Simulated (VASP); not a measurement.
Write the native input for VASP 6.6.1 that does the following.

```yaml
Task: single point
Functional: PBE
Potentials_or_basis: VASP PAW PBE potentials, release 64 (Ba_sv, Te)
Cutoff: 520 eV
k_mesh: 8 × 8 × 8
Occupations: gaussian, width 0.05 eV
Spin: no spin polarisation
Dipole_correction: no
Further_INCAR_settings: ALGO = Normal; EDIFF = 1e-07; NBANDS = 15
```

The structure of BaTe lies in POSCAR:

```
BaTe
1.0
    4.2785430164      0.2674089385      0.2674089385
    0.2674089385      4.2785430164      0.2674089385
    0.2674089385      0.2674089385      4.2785430164
Ba Te
1 1
Direct
    0.0000000000      0.0000000000      0.0000000000
    0.5000000000      0.5000000000      0.5000000000
```

This cell differs from its parent crystal: ratio of the length along [111] to the lengths across it x 1.2, volume and fractional coordinates fixed.

These files were run (other wordings do the same):

INCAR

```
SYSTEM = BaTe
PREC = Accurate ; ENCUT = 520
EDIFF = 1E-7 ; ISMEAR = 0
SIGMA = 0.05 ; LREAL = .False.
LASPH = .True. ; NELM = 100
ALGO = Normal ; ISIF = 2
LWAVE = .False. ; LCHARG = .True.
GGA = PE ; LELF = .True.
LVHAR = .True. ; NBANDS = 15
```

KPOINTS

```
Automatic mesh
0
Gamma
  8 8 8
  0 0 0
```

Potentials or basis: VASP PAW PBE potentials, release 64 (Ba_sv, Te).

Run with:

```console
$ cat potpaw_PBE.64/Ba_sv/POTCAR potpaw_PBE.64/Te/POTCAR > POTCAR
$ mpirun -np 1 vasp_std > vasp.out
```

It gave:

The pressure is 1.1 GPa and the band gap on the k mesh is 0.99 eV.

Caveat: spin-orbit coupling is left out, which moves the levels of the heavy elements.

It took 39 s on 1 thread of Intel(R) Xeon(R) Platinum 8488C (Sapphire Rapids) (shared host), peak memory 0.23 GiB.
